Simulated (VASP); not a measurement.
Crystal: EuS.

```
CELL_PARAMETERS angstrom
0.00000 2.97850 2.97850
2.97850 0.00000 2.97850
2.97850 2.97850 0.00000
ATOMIC_POSITIONS crystal
Eu 0.00000 0.00000 0.00000
S 0.50000 0.50000 0.50000
```

| Quantity | Value |
| --- | --- |
| Program | VASP 6.6.1 |
| Task | relaxation of cell and atoms |
| Functional | PBE |
| Dispersion | D3(BJ) |
| Potentials or basis | VASP PAW PBE potentials, release 64 (Eu, S) |
| Cutoff | 600 eV |
| k mesh | 8 × 8 × 8 |
| Occupations | fermi-dirac, width 0.05 eV |
| Spin | collinear spin, ferromagnetic start |
| Starting moments | [7.0, 0.0] μB |

At the start: pressure -4.8 GPa; volume 26.42 Å³/atom.

Q: Where does the relaxation end?

A: Over 3 steps the energy falls by 43.1 meV/atom and the volume is 23.81 Å³/atom (-9.9 %); space group Fm-3m (No. 225, to 0.1 Å) before and after; moment 6.94 μB per cell.

Step by step:
| step | energy change (eV) | largest force (eV/Å) | pressure (GPa) | volume (Å³) |
| --- | --- | --- | --- | --- |
| 1 | 0.0000 | 0.0000 | -4.83 | 52.85 |
| 2 | -0.0847 | 0.0000 | 0.81 | 46.99 |
| 3 | -0.0863 | 0.0000 | 0.04 | 47.62 |

Final structure:
```yaml
crystal:
  lattice:
    - [0.00000, 2.87682, 2.87682]
    - [2.87682, 0.00000, 2.87682]
    - [2.87682, 2.87682, 0.00000]
  atoms:
    - { symbol: Eu, position: [0.00000, 0.00000, 0.00000] }
    - { symbol: S, position: [0.50000, 0.50000, 0.50000] }
```

Caveat: a cell with one magnetic atom can't hold antiferromagnetic order, which such compounds often take; semilocal functionals describe open f shells poorly, which spoils levels, moments and volumes.
